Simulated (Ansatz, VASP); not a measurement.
**Al2O3 in VASP and in Ansatz**

File INCAR:

```
SYSTEM = Al2O3
PREC = Accurate
ENCUT = 520
EDIFF = 1E-7
ISMEAR = 0
SIGMA = 0.05
LREAL = .FALSE.
LASPH = .TRUE.
NELM = 100
ALGO = Normal
ISIF = 2
LWAVE = .FALSE.
LCHARG = .FALSE.
GGA = PE
IVDW = 12
NBANDS = 20
```

Contents of KPOINTS:

```
Automatic mesh
0
G
  9 9 4
  0 0 0
```

POSCAR

```
Al2O3
1.0
    2.7812000000      0.0000000000      0.0000000000
   -1.3906000000      2.4085898530      0.0000000000
    0.0000000000      0.0000000000      6.6396000000
Al O
2 3
Direct
    0.0000000000      0.0000000000      0.1907358529
    0.0000000000      0.0000000000      0.8092641471
    0.3333333333      0.6666666667      0.2840924954
    0.6666666667      0.3333333333      0.0000000000
    0.3333333333      0.6666666667      0.7159075046
```

Input for Ansatz:

```yaml
crystal:
  lattice:
    - [2.7812, 0.0, 0.0]
    - [-1.3906, 2.408589853, 0.0]
    - [0.0, 0.0, 6.6396]
  atoms:
    - { symbol: Al, position: [0.0, 0.0, 0.1907358529] }
    - { symbol: Al, position: [0.0, 0.0, 0.8092641471] }
    - { symbol: O, position: [0.3333333333, 0.6666666667, 0.2840924954] }
    - { symbol: O, position: [0.6666666667, 0.3333333333, 0.0] }
    - { symbol: O, position: [0.3333333333, 0.6666666667, 0.7159075046] }
basis:
  ecutwfc: 520.0
kpoints:
  mp_grid: { grid: [9, 9, 4] }
hamiltonian:
  xc: pbe
  pseudopotentials: { kind: paw, azcp: { folder: soft_1 } }
  dispersion: d3bj
scf:
  occupations: { method: gaussian, width: 0.05 }
output:
  forces: true
  stress: true
  eigenvalues: true
```

Alike in both runs: task single point; functional PBE; dispersion D3(BJ); k mesh 9 × 9 × 4; occupations gaussian, width 0.05 eV; no spin polarisation.

```csv
,VASP,Ansatz
version,VASP 6.6.1,Ansatz 0.2.0
potentials or method,"VASP PAW PBE potentials, release 64 (Al, O), cutoff 520 eV","scalar-relativistic, plane waves, PAW"
valence electrons in the cell,24,24
```

|  | VASP | Ansatz | Ansatz less VASP |
| --- | --- | --- | --- |
| gap on the k mesh at the Fermi level (eV) | 5.15 | 5.18 | +0.027 |
| least direct gap on the mesh (eV) | 5.29 | 5.32 | +0.025 |
| rms of the force components (eV/Å) | 0.816 | 0.818 | +0.0022 |

Atom by atom the forces differ by 0.016 eV/Å (rms over components).
